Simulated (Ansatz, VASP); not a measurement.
# Sn2GeO3: VASP beside Ansatz

```
Sn Ge O
1.0
     3.79171    0.00000    0.00000
     0.00000    3.79171    0.00000
     0.00000    0.00000   14.70271
Sn Ge O
4 2 6
Cartesian
  0.0000 1.8959 1.1880
  0.0000 1.8959 5.9949
  1.8959 0.0000 13.5147
  1.8959 0.0000 8.7078
  0.0000 1.8959 10.8728
  1.8959 0.0000 3.8299
  0.0000 0.0000 9.8920
  0.0000 0.0000 0.0000
  0.0000 0.0000 4.8107
  1.8959 1.8959 9.8920
  1.8959 1.8959 0.0000
  1.8959 1.8959 4.8107
```

Alike in both runs: functional PBE; k mesh 8 × 8 × 2; occupations gaussian, width 0.02 eV; no spin polarisation.

Ansatz relaxed the structure, and its values are those at the end. VASP's run is a single point on that final structure, the one shown.

|  | VASP | Ansatz |
| --- | --- | --- |
| version | VASP 6.6.1 | Ansatz 0.2.0 |
| potentials or method | VASP PAW PBE potentials, release 64 (Sn_d, Ge_d, O), cutoff 520 eV | scalar-relativistic, plane waves, PAW |
| valence electrons in the cell | 120 | 120 |

|  | VASP | Ansatz | Ansatz less VASP |
| --- | --- | --- | --- |
| gap on the k mesh at the Fermi level (eV) | 0.84 | 0.84 | -0.001 |
| least direct gap on the mesh (eV) | 1.50 | 1.53 | +0.032 |
| pressure (GPa) | 0.2 | 0.0 | -0.19 |
| rms of the force components (eV/Å) | 0.031 | 0.000 | -0.0310 |
